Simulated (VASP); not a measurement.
Wanted: the native input for a VASP 6.6.1 run.

```
Task                   : single point
Functional             : PBEsol
Potentials or basis    : VASP PAW PBE potentials, release 64 (Hf_pv, N)
Cutoff                 : 520 eV
k mesh                 : 16 × 16 × 16
Occupations            : gaussian, width 0.15 eV
Spin                   : no spin polarisation
Dipole correction      : no
Further INCAR settings : ALGO = Normal; EDIFF = 1e-07; NBANDS = 14
```

The structure of HfN lies in POSCAR:

```
HfN
1.0
    0.0000000000      2.3320809000      2.3320809000
    2.3320809000      0.0000000000      2.3320809000
    2.3320809000      2.3320809000      0.0000000000
Hf N
1 1
Direct
    0.0000000000      0.0000000000      0.0000000000
    0.7500000000      0.7500000000      0.7500000000
```

This cell differs from its parent crystal: strain -0.050 along x and y, -0.050 along z.

One way to write it, as run:

INCAR

```
PREC = Accurate ; ENCUT = 520
EDIFF = 1E-7 ; ISMEAR = 0
SIGMA = 0.15 ; LREAL = False
LASPH = True ; NELM = 100
ALGO = Normal ; ISIF = 2
LWAVE = False ; LCHARG = False
GGA = PS ; NBANDS = 14
```

KPOINTS

```
regular mesh
0
Gamma
  16 16 16
```

Potentials or basis: VASP PAW PBE potentials, release 64 (Hf_pv, N).

The run is started by

```console
$ cat potpaw_PBE.64/Hf_pv/POTCAR potpaw_PBE.64/N/POTCAR > POTCAR
$ mpirun -np 1 vasp_std > vasp.out
```

It gave:

```yaml
Pressure: 33.3 GPa
Band_gap_on_the_k_mesh: zero (an odd number of electrons rules out a gap without spin polarisation)
```

Caveat: the cell differs from its parent crystal (strain -0.050 along x and y, -0.050 along z); the cell stands under pressure; the PAW data sets were made with another functional, which shifts forces and pressure a little; spin-orbit coupling is left out, which moves the levels of the heavy elements; an odd number of electrons without spin polarisation forces a metal; a magnetic or distorted state may lie lower.

Wall time 55 s on 1 thread of AMD EPYC 9R14 (Zen 4) (shared host), peak memory 0.17 GiB.
